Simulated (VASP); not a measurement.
Here is a VASP 6.6.1 calculation.

The input POSCAR:

```
ZnSe
1.0
    0.0000000000      2.8338000000      2.8338000000
    2.8338000000      0.0000000000      2.8338000000
    2.8338000000      2.8338000000      0.0000000000
Zn Se
1 1
Direct
    0.0000000000      0.0000000000      0.0000000000
    0.2500000000      0.2500000000      0.2500000000
```

Contents of INCAR.step1:

```
SYSTEM = ZnSe
PREC = Accurate
ENCUT = 600
ISMEAR = 0
SIGMA = 0.01
LREAL = .False.
LASPH = .True.
NELM = 80
GGA = PE
ALGO = Normal
EDIFF = 1E-4
LWAVE = .True.
LCHARG = .False.
```

Contents of INCAR.step2:

```
SYSTEM = ZnSe
PREC = Accurate
ENCUT = 600
EDIFF = 1E-7
ISMEAR = 0
SIGMA = 0.01
LREAL = .False.
LASPH = .True.
NELM = 80
ALGO = Normal
ISIF = 3
LWAVE = .False.
LCHARG = .False.
METAGGA = R2SCAN
LMIXTAU = .True.
LUSE_VDW = .True.
IVDW_NL = 2
BPARAM = 11.95
CPARAM = 0.0093
IBRION = 2
NSW = 80
EDIFFG = -0.005
ISTART = 1
```

The input KPOINTS:

```
regular mesh
0
Gamma
  6 6 6
  0 0 0
```

Potentials or basis: VASP PAW PBE potentials, release 64 (Zn, Se).

Launch:

```console
$ cat potpaw_PBE.64/Zn/POTCAR potpaw_PBE.64/Se/POTCAR > POTCAR
$ cp INCAR.step1 INCAR
$ mpirun -np 1 vasp_std > vasp.out
$ cp INCAR.step2 INCAR
$ mpirun -np 1 vasp_std > vasp.out
```

Task: What does it give for the space group after relaxing (to 0.1 Å)?

Result: F-43m (No. 216).

Task: What does it give for the relaxed volume?

Result: 22.50 Å³/atom.

Task: What does it give for the band gap on the k mesh?

Result: 1.87 eV.

Final structure:
```
Zn Se
1.0
     0.00000    2.82325    2.82325
     2.82325    0.00000    2.82325
     2.82325    2.82325    0.00000
Zn Se
1 1
Direct
  0.00000 0.00000 0.00000
  0.25000 0.25000 0.25000
```

Caveat: the PAW data sets were made with another functional, which shifts forces and pressure a little. r2SCAN opens gaps a little over a GGA but as a rule still falls short of measured ones.
